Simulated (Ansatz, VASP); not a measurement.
**One calculation of CsSnI3, two programs**

```xyz
5
Lattice="6.2415 0.0000 0.0000 0.0000 6.2415 0.0000 0.0000 0.0000 6.3663" Properties=species:S:1:pos:R:3 pbc="T T T"
Cs    0.0000    0.0000    0.0000
Sn    3.1207    3.1207    3.1832
I     3.1207    3.1207    0.0000
I     3.1207    0.0000    3.1832
I     0.0000    3.1207    3.1832
```

Change from the starting cell: uniaxial_z strain +2.0%.

Alike in both runs: task single point; functional PBE; k mesh 4 × 4 × 4; occupations fermi-dirac, width 0.02 eV; no spin polarisation.

```csv
,VASP,Ansatz
version,VASP 6.6.1,Ansatz 0.2.0
potentials or method,"VASP PAW PBE potentials, release 64 (Cs_sv, Sn_d, I)","plane waves, PAW"
plane-wave cutoff (eV),520,420
valence electrons in the cell,44,74
```

|  | VASP | Ansatz | Ansatz less VASP |
| --- | --- | --- | --- |
| pressure (GPa) | 0.2 | 0.2 | 0.00 |
| traceless stress, the component that is largest in VASP (GPa) | -0.42 | -0.42 | 0.000 |

VASP's potentials hold 44 valence electrons a cell and Ansatz's 74, so a difference there can come from the potentials and not from the codes.

Spin-orbit coupling is off throughout.
